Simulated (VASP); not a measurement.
Here is a VASP 6.6.1 calculation.

Contents of INCAR:

```
SYSTEM = Na2S
ALGO     = Normal         ! electronic algorithm
EDIFF    = 1E-6           ! SCF threshold, eV
ENCUT    = 500            ! plane-wave cutoff, eV
GGA      = PS             ! functional
GGA_COMPAT= .FALSE.      
ISIF     = 2              ! what is computed and relaxed
ISMEAR   = 0              ! smearing method
IVDW     = 13             ! dispersion correction
LASPH    = .TRUE.         ! aspherical terms in the spheres
LCHARG   = .TRUE.         ! write CHGCAR
LELF     = .TRUE.         ! ELF
LREAL    = .FALSE.        ! projectors in reciprocal space
LVHAR    = .TRUE.       
LWAVE    = .FALSE.        ! write WAVECAR
NBANDS   = 17             ! bands
NELM     = 120            ! most SCF steps
PREC     = Accurate       ! precision mode
SIGMA    = 0.01           ! smearing width, eV
```

Contents of KPOINTS:

```
k-points
0
G
  6 6 6
  0 0 0
```

File POSCAR:

```
Na2S
1.0
    0.0000000000      3.2554324741      3.2554324741
    3.2554324741      0.0000000000      3.2554324741
    3.2554324741      3.2554324741      0.0000000000
S Na
1 2
Direct
    0.0000000000      0.0000000000      0.0000000000
    0.2500000000      0.2500000000      0.2500000000
    0.7500000000      0.7500000000      0.7500000000
```

Potentials or basis: VASP PAW PBE potentials, release 64 (S, Na_pv).

Run with:

```bash
$ cat potpaw_PBE.64/S/POTCAR potpaw_PBE.64/Na_pv/POTCAR > POTCAR
$ mpirun -np 1 vasp_std > vasp.out
```

Q: Predict the band gap on the k mesh.

A: 2.41 eV, direct.

Q: What does it give for the pressure?

A: -0.5 GPa.

Q: Estimate the dispersion energy per atom.

A: -0.051 eV.

Caveat: the PAW data sets were made with another functional, which shifts forces and pressure a little.
